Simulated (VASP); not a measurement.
# SiC (P-6m2) in VASP: further runs

Runs on SiC. Level: PBE. Tasks: relaxation of cell and atoms, single point.

Program: VASP 6.6.1. These are calculated values, not measurements. Logs are shortened: lines on timing, memory, paths and dates and some standing lists are left out, and cuts for length are marked.

### 1 The cell of the first run

The structure is hexagonal, space group P-6m2 (No. 187). The conventional cell has a = 2.906 Å, b = 2.906 Å, c = 2.496 Å, α = 90.00°, β = 90.00°, γ = 120.00°. Within 2.8 Å of Si (site symmetry -6m2) lie 6 C at 2.09 Å and 2 Si at 2.50 Å. C (site symmetry -6m2) has 6 Si at 2.09 Å and 2 C at 2.50 Å within 2.8 Å.

### 2 Relaxation of cell and atoms, PBE

INCAR reads:

```
SYSTEM = SiC
PREC = Accurate ; ENCUT = 600
EDIFF = 1E-7 ; ISMEAR = 0
SIGMA = 0.1 ; LREAL = .FALSE.
LASPH = .TRUE. ; NELM = 120
ALGO = Normal ; ISIF = 3
LWAVE = .FALSE. ; LCHARG = .FALSE.
GGA = PE ; IBRION = 2
NSW = 90 ; EDIFFG = -0.04
GGA_COMPAT = .FALSE. ; NELMIN = 4
```

KPOINTS reads:

```
Automatic mesh
0
G
  6 6 6
  0 0 0
```

POSCAR reads:

```
SiC
1.0
    2.9063611229      0.0000000000      0.0000000000
   -1.4531805615      2.5169825650      0.0000000000
    0.0000000000      0.0000000000      2.4964522402
Si C
1 1
Direct
    0.6666666667      0.3333333333      0.5000000000
    0.3333333333      0.6666666667      0.0000000000
```

Potentials or basis: VASP PAW PBE potentials, release 64 (Si, C).

Launch:

```console
cat potpaw_PBE.64/Si/POTCAR potpaw_PBE.64/C/POTCAR > POTCAR
mpirun -np 1 vasp_std > vasp.out
```

OUTCAR:

```text
SYSTEM = SiC
   PREC = Accurate
   ENCUT = 600
   EDIFF = 1E-7
   ISMEAR = 0
   LREAL = .FALSE.
   LASPH = .TRUE.
   NELM = 120
   ISIF = 3
   GGA = PE
   IBRION = 2
   NSW = 90
   EDIFFG = -0.04
   NELMIN = 4

 ion  position               nearest neighbor table
   1  0.667  0.333  0.500-   2 2.09   2 2.09   2 2.09   2 2.09   2 2.09   2 2.09
   2  0.333  0.667  0.000-   1 2.09   1 2.09   1 2.09   1 2.09   1 2.09   1 2.09

  LATTYP: Found a hexagonal cell.
 ALAT       =     2.9063611229
 C/A-ratio  =     0.8589614761

  Lattice vectors:

 A1 = (   2.9063611229,   0.0000000000,   0.0000000000)
 A2 = (  -1.4531805615,   2.5169825650,   0.0000000000)
 A3 = (   0.0000000000,   0.0000000000,   2.4964522402)

Analysis of symmetry for initial positions (statically):
=====================================================================
 Subroutine PRICEL returns:
 Original cell was already a primitive cell.

 Routine SETGRP: Setting up the symmetry group for a
 hexagonal supercell.

 Subroutine GETGRP returns: Found 12 space group operations
 (whereof 12 operations were pure point group operations)
 out of a pool of 24 trial point group operations.

The static configuration has the point symmetry D_3h.

Analysis of symmetry for dynamics (positions and initial velocities):
=====================================================================
 Subroutine PRICEL returns:
 Original cell was already a primitive cell.

 Routine SETGRP: Setting up the symmetry group for a
 hexagonal supercell.

 Subroutine GETGRP returns: Found 12 space group operations
 (whereof 12 operations were pure point group operations)
 out of a pool of 24 trial point group operations.

The dynamic configuration has the point symmetry D_3h.

 Subroutine INISYM returns: Found 12 space group operations
 (whereof 12 operations are pure point group operations),
 and found     1 'primitive' translations

----------------------------------------------------------------------------------------

                                     Primitive cell

  volume of cell :      18.2622

  direct lattice vectors                    reciprocal lattice vectors
     2.906361123  0.000000000  0.000000000     0.344072866  0.198650562  0.000000000
    -1.453180561  2.516982565  0.000000000     0.000000000  0.397301123  0.000000000
     0.000000000  0.000000000  2.496452240     0.000000000  0.000000000  0.400568448

  length of vectors
     2.906361123  2.906361123  2.496452240     0.397301123  0.397301123  0.400568448

  position of ions in fractional coordinates (direct lattice)
     0.666666667  0.333333333  0.500000000
     0.333333333  0.666666667  0.000000000

  ion indices of the primitive-cell ions
   primitive index   ion index
                 1           1
                 2           2

----------------------------------------------------------------------------------------

 KPOINTS: Automatic mesh

Automatic generation of k-mesh.
 Grid dimensions read from file:
 generate k-points for:    6    6    6

 Generating k-lattice:

  Cartesian coordinates                     Fractional coordinates (reciprocal lattice)
     0.057345478  0.033108427  0.000000000     0.166666667  0.000000000  0.000000000
     0.000000000  0.066216854  0.000000000     0.000000000  0.166666667  0.000000000
     0.000000000  0.000000000  0.066761408     0.000000000  0.000000000  0.166666667

  Length of vectors
     0.066216854  0.066216854  0.066761408

  Shift w.r.t. Gamma in fractional coordinates (k-lattice)
     0.000000000  0.000000000  0.000000000

 Subroutine IBZKPT returns following result:
 ===========================================

 Found     28 irreducible k-points:

 Following reciprocal coordinates:
            Coordinates               Weight
  0.000000  0.000000  0.000000      1.000000
  0.166667 -0.000000  0.000000      6.000000
  0.333333 -0.000000  0.000000      6.000000
  0.500000  0.000000  0.000000      3.000000
  0.166667  0.166667  0.000000      6.000000
  0.333333  0.166667  0.000000     12.000000
[... 16 lines left out ...]
  0.166667 -0.000000  0.500000      6.000000
  0.333333 -0.000000  0.500000      6.000000
 [... further k-points ...]
   k-points           NKPTS =     28   k-points in BZ     NKDIM =     28   number of bands    NBANDS=      8
   number of dos      NEDOS =    301   number of ions     NIONS =      2
   total plane-waves  NPLWV =  11520
   dimension x,y,z NGX =    24 NGY =   24 NGZ =   20
   dimension x,y,z NGXF=    48 NGYF=   48 NGZF=   40
   ions per type =               1   1
   NGX,Y,Z   is equivalent  to a cutoff of  13.73, 13.73, 13.32 a.u.
   NGXF,Y,Z  is equivalent  to a cutoff of  27.46, 27.46, 26.64 a.u.
 SYSTEM =  SiC
   PREC   = accura    normal or accurate (medium, high low for compatibility)
   ISTART =      0    job   : 0-new  1-cont  2-samecut
   ICHARG =      2    charge: 1-file 2-atom 10-const
   ISPIN  =      1    spin polarized calculation?
   LNONCOLLINEAR =      F non collinear calculations
   LSORBIT =      F    spin-orbit coupling
   LASPH  =      T    aspherical Exc in radial PAW
   ENCUT  =  600.0 eV  44.10 Ry    6.64 a.u.   5.80  5.80  4.99*2*pi/ulx,y,z
   NELM   =    120;   NELMIN=  4; NELMDL= -5     # of ELM steps
   EDIFF  = 0.1E-06   stopping-criterion for ELM
   LREAL  =      F    real-space projection
   EDIFFG = -.4E-01   stopping-criterion for IOM
   NSW    =     90    number of steps for IOM
   IBRION =      2    ionic relax: 0-MD 1-quasi-New 2-CG
   NFREE  =      1    steps in history (QN), initial steepest desc. (CG)
   ISIF   =      3    stress and relaxation
   ISYM   =      2    0-nonsym 1-usesym 2-fastsym
   POTIM  = 0.5000    time-step for ionic-motion
   TEBEG  =    0.0;   TEEND  =   0.0 temperature during run
   PSTRESS=    0.0 pullay stress
   NELECT =       8.0000    total number of electrons
   NUPDOWN=      -1.0000    fix difference up-down
   EMIN   =  10.00;   EMAX   =-10.00  energy-range for DOS
   EFERMI =   0.00;   METHOD = LEGACY
   ISMEAR =     0;   SIGMA  =   0.10  broadening in eV -4-tet -1-fermi 0-gaus
   EFERMI_NEDOS =   21; number of points for ismear=-14 and -15
   IALGO  =     38    algorithm
   IMIX   =      4    mixing-type and parameters
     AMIX     =   0.40;   BMIX     =  1.00
     AMIX_MAG =   1.60;   BMIX_MAG =  1.00
  volume/ion in A,a.u.               =       9.13        61.62
  Fermi-wavevector in a.u.,A,eV,Ry     =   1.243332  2.349557 21.032902  1.545875
  Thomas-Fermi vector in A             =   2.377647
   LORBIT       =      0    0 simple, 1 ext, 2 COOP (PROOUT), +10 PAW based schemes
   GGA     = PE    functional components
   LHFCALC =     F    Hartree Fock is set to
   AEXX    =    0.0000 exact exchange contribution
   IVDW    =     0    specifies the selected vdW correction
   LEPSILON=     F    determine dielectric tensor
   LRPA    =     F    only Hartree local field effects (RPA)
 conjugate gradient relaxation of ions
 non-spin polarized calculation
 Gauss-broadening in eV      SIGMA  =   0.10
  energy-cutoff  :      600.00
  volume of cell :       18.26
 maximum number of plane-waves:       627
 NGX is ok and might be reduce to    24
   NGX = 11   NGY = 11   NGZ =  9

--------------------------------------- Ionic step        1  -------------------------------------------

 number of electron       8.0000001 magnetization

 Free energy of the ion-electron system (eV)
  ---------------------------------------------------
  ext. energy  EPLUGINS =         0.00000000
  ---------------------------------------------------
  free energy    TOTEN  =       -12.39077772 eV

  energy without entropy =      -12.38345598  energy(sigma->0) =      -12.38711685

------------------------ aborting loop because EDIFF is reached ----------------------------------------

  FORCE on cell =-STRESS in cart. coord.  units (eV):
  Direction    XX          YY          ZZ          XY          YZ          ZX
  --------------------------------------------------------------------------------------
  -------------------------------------------------------------------------------------
  Total       -0.8537458     -0.8537458      2.1273152      0.0000000     -0.0000000     -0.0000000
  in kB      -74.9007457    -74.9007457    186.6334022      0.0000000     -0.0000000     -0.0000000
  external PRESSURE =      12.2773036 kB  Pullay stress =       0.0000000 kB

 VOLUME and BASIS-vectors are now :
 -----------------------------------------------------------------------------
  energy-cutoff  :      600.00
  volume of cell :       18.26
      direct lattice vectors                 reciprocal lattice vectors
     2.906361123  0.000000000  0.000000000     0.344072866  0.198650562  0.000000000
    -1.453180561  2.516982565  0.000000000     0.000000000  0.397301123  0.000000000
     0.000000000  0.000000000  2.496452240     0.000000000  0.000000000  0.400568448
[... 253 lines left out ...]
 POSITION                                       TOTAL-FORCE (eV/Angst)
 -----------------------------------------------------------------------------------
      1.43238      0.82698      1.27757        -0.000000      0.000000      0.000000
     -0.00000      1.65397      2.55515         0.000000     -0.000000     -0.000000
 -----------------------------------------------------------------------------------
    total drift:                                0.000000     -0.000000     -0.000000

  FREE ENERGIE OF THE ION-ELECTRON SYSTEM (eV)
  ---------------------------------------------------
  free  energy   TOTEN  =       -12.4376111980 eV

  energy  without entropy=      -12.4313911380  energy(sigma->0) =      -12.43450117

--------------------------------------- Ionic step        9  -------------------------------------------

 number of electron       8.0000000 magnetization

 Free energy of the ion-electron system (eV)
  ---------------------------------------------------
  ext. energy  EPLUGINS =         0.00000000
  ---------------------------------------------------
  free energy    TOTEN  =       -12.43768127 eV

  energy without entropy =      -12.43138574  energy(sigma->0) =      -12.43453350

 E-fermi :  11.0750     XC(G=0): -12.2786

 val. band max:       10.8981763694   @ k =   0.1667  -0.0000   0.3333
 cond. band min:      11.0894058674   @ k =   0.3333   0.1667   0.3333
 fundamental gap:      0.1912294979
 Fermi energy:        11.0750397988

 k-point     1 :       0.0000    0.0000    0.0000
  band No.  band energies     occupation
      1      -6.5604      2.00000
      2      10.1717      2.00000
      3      10.1717      2.00000
      4      10.4419      2.00000
      5      15.0845      0.00000
      6      16.7207      0.00000
      7      17.5973      0.00000
      8      17.5973      0.00000

 k-point     2 :       0.1667   -0.0000    0.0000
  band No.  band energies     occupation
      1      -5.9772      2.00000
      2       7.2868      2.00000
      3       9.3311      2.00000
      4      10.8172      1.99973
      5      14.8143      0.00000
      6      16.6696      0.00000
      7      19.3207      0.00000
      8      19.7322      0.00000
[... 221 lines left out ...]
 k-point    23 :       0.1667   -0.0000    0.5000
  band No.  band energies     occupation
      1      -1.6573      2.00000
      2      -0.1220      2.00000
      3      10.1409      2.00000
      4      11.7236      0.00000
      5      14.6368      0.00000
      6      18.1449      0.00000
      7      19.2834      0.00000
      8      19.4231      0.00000

 k-point    24 :       0.3333   -0.0000    0.5000
  band No.  band energies     occupation
      1      -0.1434      2.00000
      2       1.5356      2.00000
      3       6.4747      2.00000
      4       9.9059      2.00000
      5      10.7897      1.99995
      6      16.5643      0.00000
      7      18.0945      0.00000
      8      18.3004      0.00000

 [... further k-points ...]

------------------------ aborting loop because EDIFF is reached ----------------------------------------

  FORCE on cell =-STRESS in cart. coord.  units (eV):
  Direction    XX          YY          ZZ          XY          YZ          ZX
  --------------------------------------------------------------------------------------
  -------------------------------------------------------------------------------------
  Total        0.0008064      0.0008064      0.0009647     -0.0000000      0.0000000     -0.0000000
  in kB        0.0711025      0.0711025      0.0850651     -0.0000000      0.0000000     -0.0000000
  external PRESSURE =       0.0757567 kB  Pullay stress =       0.0000000 kB

 VOLUME and BASIS-vectors are now :
 -----------------------------------------------------------------------------
  energy-cutoff  :      600.00
  volume of cell :       18.17
      direct lattice vectors                 reciprocal lattice vectors
     2.864060397  0.000000000 -0.000000000     0.349154648  0.201584530  0.000000000
    -1.432030199  2.480349062  0.000000000    -0.000000000  0.403169060  0.000000000
     0.000000000 -0.000000000  2.557830817     0.000000000 -0.000000000  0.390956272

 POSITION                                       TOTAL-FORCE (eV/Angst)
 -----------------------------------------------------------------------------------
      1.43203      0.82678      1.27892         0.000000     -0.000000     -0.000000
     -0.00000      1.65357      0.00000        -0.000000      0.000000      0.000000
 -----------------------------------------------------------------------------------
    total drift:                                0.000000     -0.000000     -0.000000

  FREE ENERGIE OF THE ION-ELECTRON SYSTEM (eV)
  ---------------------------------------------------
  free  energy   TOTEN  =       -12.4376812661 eV

  energy  without entropy=      -12.4313857400  energy(sigma->0) =      -12.43453350

 reached required accuracy - stopping structural energy minimisation
```

It took 12 s on 1 thread of Intel Xeon 6975P-C (Granite Rapids), shared host; peak memory 0.12 GiB.

What came out:

* Free energy: -12.4377 eV
* Relaxed volume: 9.09 Å³/atom
* Relaxed cell: a = 2.864 Å, b = 2.864 Å, c = 2.558 Å, α = 90.00°, β = 90.00°, γ = 120.00°
* Space group after relaxing (to 0.05 Å): P-6m2 (No. 187)
* Energy gained by relaxing: 23.5 meV/atom
* Ionic steps: 9
* Pressure after relaxing: 0.0 GPa
* Band gap on the k mesh: zero (band 4 reaches 12.64 eV, above the bottom of band 5 at 8.82 eV)

Step by step:
```
step  energy change (eV)  largest force (eV/Å)  pressure (GPa)  volume (Å³)
   1              0.0000                0.0000            1.23        18.26
   2             -0.0300                0.0000           -1.86        18.42
   3             -0.0449                0.0000           -2.13        18.36
   4             -0.0458                0.0000           -1.93        18.35
   5             -0.0458                0.0000           -1.97        18.35
   6             -0.0465                0.0000            0.89        18.09
   7             -0.0469                0.0000           -0.12        18.18
   8             -0.0468                0.0000            0.17        18.16
   9             -0.0469                0.0000            0.01        18.17
```

Final structure:
```
CELL_PARAMETERS angstrom
2.86406 0.00000 0.00000
-1.43203 2.48035 0.00000
0.00000 0.00000 2.55783
ATOMIC_POSITIONS crystal
Si 0.66667 0.33333 0.50000
C 0.33333 0.66667 0.00000
```

Caveat: the k points lie up to 0.42 Å⁻¹ apart in the final cell.

[end of part 1 of 2]
